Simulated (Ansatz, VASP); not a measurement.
**Two plane-wave programs on Hf**

File INCAR:

```
ALGO     = Fast           # electronic algorithm
EDIFF    = 1E-6           # SCF threshold, eV
ENCUT    = 520            # plane-wave cutoff, eV
GGA      = PE             # functional
ISIF     = 2              # what is computed and relaxed
ISMEAR   = 0              # smearing method
LASPH    = T              # aspherical terms in the spheres
LCHARG   = F              # write CHGCAR
LREAL    = F              # projectors in reciprocal space
LWAVE    = F              # write WAVECAR
NBANDS   = 11             # bands
NELM     = 100            # most SCF steps
PREC     = Accurate       # precision mode
SIGMA    = 0.15           # smearing width, eV
```

KPOINTS

```
k-points
0
Gamma
  18 18 18
```

The input POSCAR:

```
Hf
1.0
    0.0000000000      2.2200000000      2.0868000000
    2.2200000000      0.0000000000      2.0868000000
    2.2200000000      2.2200000000      0.0000000000
Hf
1
Direct
    0.0000000000      0.0000000000      0.0000000000
```

Input for Ansatz:

```yaml
crystal:
  lattice:
    - [0.0, 2.22, 2.0868]
    - [2.22, 0.0, 2.0868]
    - [2.22, 2.22, 0.0]
  atoms:
    - { symbol: Hf, position: [0.0, 0.0, 0.0] }
basis:
  ecutwfc: 420
kpoints:
  mp_grid: { grid: [18, 18, 18] }
hamiltonian:
  xc: pbe
scf:
  occupations: { method: gaussian, width: 0.15 }
output:
  forces: true
  stress: true
  eigenvalues: true
```

Change from the starting cell: strain -0.0600 x Voigt [0, 0, 1, 0, 0, 0], atoms carried along.

Alike in both runs: task single point; functional PBE; k mesh 18 × 18 × 18; occupations gaussian, width 0.15 eV; no spin polarisation.

|  | VASP | Ansatz |
| --- | --- | --- |
| version | VASP 6.6.1 | Ansatz 0.2.0 |
| potentials or method | VASP PAW PBE potentials, release 64 (Hf_pv), cutoff 520 eV | scalar-relativistic, plane waves, PAW |
| valence electrons in the cell | 10 | 26 |

|  | VASP | Ansatz | Ansatz less VASP |
| --- | --- | --- | --- |
| gap on the k mesh at the Fermi level (eV) | none | none | - |
| pressure (GPa) | 10.4 | 10.9 | +0.48 |
| traceless stress, the component that is largest in VASP (GPa) | 2.11 | 2.08 | -0.030 |

A gap of «none» marks a metal or a gap that the smearing closes. With one functional, cell and mesh, what is left measures potentials, basis and numerics. VASP's potentials hold 10 valence electrons a cell and Ansatz's 26, so a difference there can come from the potentials and not from the codes.

Neither program's run includes spin-orbit coupling.
